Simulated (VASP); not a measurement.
The system is Mg7CdO8.

```
O Mg Cd
1.0
     8.54309    0.00000    0.00000
     0.00000    8.54309    0.00000
     0.00000    0.00000    8.54309
O Mg Cd
32 28 4
Cartesian
  2.1647 8.5412 0.0045
  2.1320 8.5412 4.3338
  2.1323 4.2538 0.0107
  2.1466 4.2658 4.2761
  6.3836 0.0091 0.0164
  6.4332 0.0343 4.2560
  6.4123 4.2517 0.0043
  6.3982 4.2360 4.2625
  0.0141 2.1278 8.5397
  0.0256 2.1325 4.2717
  0.0103 6.4028 8.5032
  8.5304 6.4130 4.2571
  4.2813 2.0787 8.5047
  4.2827 2.1547 4.2824
  4.2730 6.3999 0.0090
  4.2527 6.4159 4.2749
  0.0325 0.0317 2.1155
  0.0225 0.0018 6.3910
  8.4974 4.2621 2.1155
  8.5172 4.2922 6.4187
  4.3035 8.5130 2.1121
  4.2912 0.0173 6.3905
  4.2832 4.2555 2.1176
  4.3107 4.3029 6.4054
  2.1341 2.1503 2.1107
  2.1427 2.1526 6.4157
  2.1359 6.4038 2.1454
  2.1597 6.3969 6.3798
  6.3869 2.1527 2.1248
  6.4377 2.1108 6.3892
  6.3678 6.3648 2.1103
  6.4196 6.4216 6.3959
  8.5410 8.5326 8.5148
  0.0065 4.2456 4.2700
  4.2900 0.0154 0.0151
  4.2601 0.0024 4.2792
  4.2534 4.2707 8.5101
  4.2493 4.2642 4.2673
  2.1491 2.1365 8.5296
  2.1518 2.1072 4.2753
  2.1341 6.4258 0.0054
  2.1234 6.3780 4.2695
  6.4307 2.1060 8.5231
  6.4043 2.1767 4.2500
  6.4341 6.4053 0.0002
  6.4390 6.3780 4.3012
  2.1515 0.0229 2.1374
  2.1224 4.2151 2.1395
  2.1663 4.2488 6.4325
  6.4100 8.5264 2.0882
  6.3757 8.5227 6.4301
  6.3846 4.2471 2.1069
  6.4002 4.2892 6.3762
  8.5366 2.1621 2.1140
  8.5246 2.1038 6.4172
  0.0059 6.4171 2.1428
  8.5397 6.4009 6.3981
  4.2985 2.1181 2.1354
  4.2740 2.1405 6.4040
  4.2543 6.3934 6.3892
  0.0042 0.0193 4.2902
  0.0225 4.2794 8.5149
  2.1609 8.5073 6.4057
  4.2876 6.4115 2.1651
```

* Program: VASP 6.6.1
* Task: relaxation of volume and atoms at fixed shape
* Functional: PBEsol
* Potentials or basis: VASP PAW PBE potentials, release 64 (O, Mg, Cd)
* Cutoff: 600 eV
* k mesh: 1 × 1 × 1, shifted
* Occupations: fermi-dirac, width 0.05 eV
* Spin: no spin polarisation

At the start: pressure 5.1 GPa; volume 9.74 Å³/atom.

Question: Where does the relaxation end?

Answer: Over 12 steps the energy falls by 62.2 meV/atom and the volume is 9.86 Å³/atom (+1.2 %); space group P1 (No. 1, to 0.1 Å) before and after.

The path:
```
step  energy change (eV)  largest force (eV/Å)  pressure (GPa)  volume (Å³)
   1              0.0000                4.1672            5.11       623.51
   2             -3.3877                0.5774           -4.78       651.99
   3             -3.4985                0.6245           -3.60       647.33
   4             -3.8972                0.3110            0.38       629.33
   5             -3.8986                0.2962            0.67       628.19
   6             -3.9602                0.1166            0.27       629.80
   7             -3.9682                0.1269            0.08       630.62
   8             -3.9784                0.0566           -0.12       631.38
   9             -3.9793                0.0534           -0.20       631.68
  10             -3.9824                0.0361            0.07       630.62
  11             -3.9826                0.0311            0.15       630.29
  12             -3.9839                0.0219            0.00       630.90
```

Final structure:
```
CELL_PARAMETERS angstrom
8.57672 0.00000 0.00000
0.00000 8.57672 0.00000
0.00000 0.00000 8.57672
ATOMIC_POSITIONS crystal
O 0.25535 0.99888 0.01294
O 0.26627 0.99850 0.48439
O 0.26491 0.49999 0.00249
O 0.25459 0.49967 0.49743
O 0.74676 0.99922 0.00155
O 0.73707 0.99864 0.49685
O 0.73633 0.50032 0.00043
O 0.74619 0.49990 0.49820
O 0.00134 0.23729 0.99814
O 0.00097 0.26119 0.50045
O 0.00109 0.76210 0.99702
O 0.00077 0.73751 0.50191
O 0.50036 0.24817 0.99701
O 0.50026 0.25035 0.50184
O 0.49997 0.75178 0.98545
O 0.49979 0.74811 0.51353
O 0.99898 0.00169 0.23760
O 0.98568 0.00029 0.76239
O 0.99968 0.49716 0.26160
O 0.99772 0.49877 0.73711
O 0.50325 0.01340 0.24767
O 0.51367 0.00204 0.75025
O 0.50108 0.48592 0.25127
O 0.50193 0.49763 0.74839
O 0.24796 0.25117 0.24949
O 0.24883 0.26285 0.74953
O 0.23609 0.74679 0.24970
O 0.24686 0.73578 0.74966
O 0.75312 0.25023 0.24920
O 0.75150 0.25168 0.74916
O 0.76422 0.74877 0.24919
O 0.75252 0.74740 0.74933
Mg 0.99798 0.99974 0.00095
Mg 0.99991 0.49936 0.49920
Mg 0.50264 0.00170 0.99931
Mg 0.50245 0.00214 0.49966
Mg 0.50067 0.49691 0.99713
Mg 0.50070 0.49724 0.50141
Mg 0.25303 0.24950 0.00150
Mg 0.25285 0.25441 0.49737
Mg 0.25078 0.74937 0.99971
Mg 0.25072 0.74455 0.49948
Mg 0.74835 0.24749 0.99920
Mg 0.74823 0.25188 0.49915
Mg 0.75013 0.75168 0.99726
Mg 0.74992 0.74723 0.50117
Mg 0.25058 0.00215 0.24782
Mg 0.25066 0.49726 0.25144
Mg 0.25298 0.49935 0.74714
Mg 0.75041 0.00199 0.24744
Mg 0.74887 0.99968 0.75136
Mg 0.75006 0.49720 0.25134
Mg 0.74822 0.49933 0.74692
Mg 0.00024 0.24970 0.24926
Mg 0.99815 0.25235 0.74932
Mg 0.00007 0.74928 0.24932
Mg 0.99810 0.74670 0.74950
Mg 0.50082 0.24964 0.24935
Mg 0.50310 0.25143 0.74946
Mg 0.50308 0.74703 0.74954
Cd 0.00014 0.99943 0.49880
Cd 0.00062 0.49962 0.99931
Cd 0.25130 0.99923 0.75027
Cd 0.50023 0.74978 0.24950
```

Caveat: the PAW data sets were made with another functional, which shifts forces and pressure a little.
